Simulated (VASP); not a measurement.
## MgO: single point with r2SCAN

Crystal: MgO.

```
Mg O
1.0
     2.93802    0.00000    0.00000
    -1.46901    2.54440    0.00000
     0.00000    0.00000    2.67968
Mg O
1 1
Direct
  0.00000 0.00000 0.00000
  0.33333 0.66667 0.50000
```

```
Program                : VASP 6.6.1
Task                   : single point
Functional             : r2SCAN
Potentials or basis    : VASP PAW PBE potentials, release 64 (Mg, O)
Cutoff                 : 520 eV
k mesh                 : 9 × 9 × 6
Occupations            : gaussian, width 0.1 eV
Spin                   : no spin polarisation
Dipole correction      : no
Further INCAR settings : ALGO = Normal; EDIFF = 1e-06; NBANDS = 11
```

```yaml
Pressure: -6.3 GPa
Band_gap_on_the_k_mesh: 3.76 eV, indirect (least direct gap 4.17 eV)
```

Stress tensor (GPa, compression positive):
```
-5.90  0.00  0.00
 0.00 -5.90  0.00
 0.00  0.00 -6.95
```

Levels at points of the mesh, in eV from the valence-band top:
```
           k point  band 1  band 2  band 3  band 4  band 5  band 6  band 7  band 8
(0.00, 0.00, 0.00)  -18.40   -0.62   -0.62   -0.41    3.76   12.88   16.57   16.57
(0.00, 0.00, 0.50)  -17.35   -5.35   -0.10   -0.10    9.17    9.91   18.58   18.58
```

It took 30 s on 1 thread of Intel Xeon 6975P-C, on a shared host, peak memory 0.14 GiB.

Caveat: the PAW data sets were made with another functional, which shifts forces and pressure a little. r2SCAN opens gaps a little over a GGA but as a rule still falls short of measured ones.
